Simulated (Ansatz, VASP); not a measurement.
**SnO2: VASP beside Ansatz**

Contents of INCAR:

```
PREC = Accurate ; ENCUT = 520
EDIFF = 1E-7 ; ISMEAR = 0
SIGMA = 0.05 ; LREAL = F
LASPH = T ; NELM = 100
ALGO = Normal ; ISIF = 2
LWAVE = F ; LCHARG = T
GGA = PE ; IVDW = 12
LELF = T ; LVHAR = T
NBANDS = 35
```

File KPOINTS:

```
Automatic mesh
0
Gamma
  12 12 4
```

POSCAR

```
SnO2
1.0
    3.2648065132      0.0000000000      0.0000000000
   -1.6324032566      2.8274053789      0.0000000000
    0.0000000000      0.0000000000     10.5056250869
Sn O
2 4
Direct
   -0.1949598692      0.0000000000      0.5000000000
    0.1949598692      0.0000000000      0.0000000000
    0.4692314443      0.3333333333      0.4017901351
    0.8641018891      0.3333333333      0.0982098649
    0.1358981109      0.6666666667      0.5982098649
    0.5307685557      0.6666666667      0.9017901351
```

Input for Ansatz:

```yaml
crystal:
  lattice:
    - [3.2648065132, 0.0, 0.0]
    - [-1.6324032566, 2.8274053789, 0.0]
    - [0.0, 0.0, 10.5056250869]
  atoms:
    - { symbol: Sn, position: [-0.1949598692, 0.0, 0.5] }
    - { symbol: Sn, position: [0.1949598692, 0.0, 0.0] }
    - { symbol: O, position: [0.4692314443, 0.3333333333, 0.4017901351] }
    - { symbol: O, position: [0.8641018891, 0.3333333333, 0.0982098649] }
    - { symbol: O, position: [0.1358981109, 0.6666666667, 0.5982098649] }
    - { symbol: O, position: [0.5307685557, 0.6666666667, 0.9017901351] }
basis:
  ecutwfc: 520.0
kpoints:
  mp_grid: { grid: [12, 12, 4] }
hamiltonian:
  xc: pbe
  dispersion: d3bj
scf:
  occupations: { method: gaussian, width: 0.05 }
output:
  forces: true
  stress: true
  eigenvalues: true
```

Change from the starting cell: mode 1 frozen in at -0.634 Å, equal normal strain along x, y and z +0.0167.

Alike in both runs: task single point; functional PBE; dispersion D3(BJ); k mesh 12 × 12 × 4; occupations gaussian, width 0.05 eV; no spin polarisation.

```csv
,VASP,Ansatz
version,VASP 6.6.1,Ansatz 0.2.0
potentials or method,"VASP PAW PBE potentials, release 64 (Sn_d, O), cutoff 520 eV","scalar-relativistic, plane waves, PAW"
valence electrons in the cell,52,52
```

|  | VASP | Ansatz | Ansatz less VASP |
| --- | --- | --- | --- |
| gap on the k mesh at the Fermi level (eV) | 1.88 | 1.90 | +0.025 |
| least direct gap on the mesh (eV) | 2.14 | 2.16 | +0.020 |
| pressure (GPa) | -5.7 | -6.2 | -0.48 |
| traceless stress, the component that is largest in VASP (GPa) | 1.30 | 1.61 | +0.305 |
| rms of the force components (eV/Å) | 0.199 | 0.222 | +0.0229 |

Atom by atom the forces differ by 0.023 eV/Å (rms over components).
